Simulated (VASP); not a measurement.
Write the native input for VASP 6.6.1 that does the following.

```
Task                   : single point
Functional             : PBE
Potentials or basis    : VASP PAW PBE potentials, release 64 (Zr_sv, C)
Cutoff                 : 520 eV
k mesh                 : 16 × 16 × 16
Occupations            : gaussian, width 0.1 eV
Spin                   : no spin polarisation
Dipole correction      : no
Further INCAR settings : ALGO = Normal; EDIFF = 1e-06; NBANDS = 15
```

The structure of ZrC lies in POSCAR:

```
ZrC
1.0
    0.0000000000      2.4303978342      2.4303978342
    2.4303978342      0.0000000000      2.4303978342
    2.4303978342      2.4303978342      0.0000000000
Zr C
1 1
Direct
    0.5000000000      0.5000000000      0.5000000000
    0.0000000000      0.0000000000      0.0000000000
```

This cell differs from its parent crystal: volume scaled by 1.10.

The input as run:

INCAR

```
SYSTEM = ZrC
PREC     = Accurate       ! precision mode
ENCUT    = 520            ! plane-wave cutoff, eV
EDIFF    = 1E-6           ! SCF threshold, eV
ISMEAR   = 0              ! smearing method
SIGMA    = 0.1            ! smearing width, eV
LREAL    = .False.        ! projectors in reciprocal space
LASPH    = .True.         ! aspherical terms in the spheres
NELM     = 80             ! most SCF steps
ALGO     = Normal         ! electronic algorithm
ISIF     = 2              ! what is computed and relaxed
LWAVE    = .False.        ! write WAVECAR
LCHARG   = .False.        ! write CHGCAR
GGA      = PE             ! functional
NBANDS   = 15             ! bands
```

KPOINTS

```
regular mesh
0
Gamma
  16 16 16
  0 0 0
```

Potentials or basis: VASP PAW PBE potentials, release 64 (Zr_sv, C).

Command:

```console
$ cat potpaw_PBE.64/Zr_sv/POTCAR potpaw_PBE.64/C/POTCAR > POTCAR
$ mpirun -np 1 vasp_std > vasp.out
```

It gave:

The pressure is -17.3 GPa and the band gap on the k mesh is zero (band 8 reaches 9.41 eV, above the bottom of band 9 at 8.15 eV).

Run time: 28 s on 1 thread of Intel(R) Xeon(R) 6975P-C (Granite Rapids), on a shared host, peak memory 0.2 GiB.
